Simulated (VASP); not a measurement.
Wanted: the native input for a VASP 6.6.1 run.

```yaml
Task: single point
Functional: LDA
Potentials_or_basis: VASP PAW LDA potentials, release 64 (La, P)
Cutoff: 520 eV
k_mesh: 10 × 10 × 10
Occupations: fermi-dirac, width 0.05 eV
Spin: no spin polarisation
Dipole_correction: no
Further_INCAR_settings: ALGO = Normal; EDIFF = 1e-07; NBANDS = 15
```

The structure of LaP lies in POSCAR:

```
LaP
1.0
    0.0000000000      2.8733016976      2.8733016976
    2.8733016976      0.0000000000      2.8733016976
    2.8733016976      2.8733016976      0.0000000000
La P
1 1
Direct
    0.0000000000      0.0000000000      0.0000000000
    0.5000000000      0.5000000000      0.5000000000
```

These files were run (other wordings do the same):

INCAR

```
PREC = Accurate
ENCUT = 520
EDIFF = 1E-7
ISMEAR = -1
SIGMA = 0.05
LREAL = False
LASPH = True
NELM = 100
ALGO = Normal
ISIF = 2
LWAVE = False
LCHARG = False
NBANDS = 15
```

KPOINTS

```
Automatic mesh
0
Gamma
  10 10 10
```

Potentials or basis: VASP PAW LDA potentials, release 64 (La, P).

Launch:

```bash
$ cat potpaw_LDA.64/La/POTCAR potpaw_LDA.64/P/POTCAR > POTCAR
$ mpirun -np 1 vasp_std > vasp.out
```

Results of the run:

```yaml
Pressure: 9.7 GPa
Band_gap_on_the_k_mesh: zero (bands 8 and 9 overlap by 0.12 eV)
```

Caveat: the cell stands under pressure; spin-orbit coupling is left out, which moves the levels of the heavy elements.

It took 22 s on 1 thread of Intel(R) Xeon(R) Platinum 8488C (Sapphire Rapids), with other jobs on the host, peak memory 0.18 GiB.
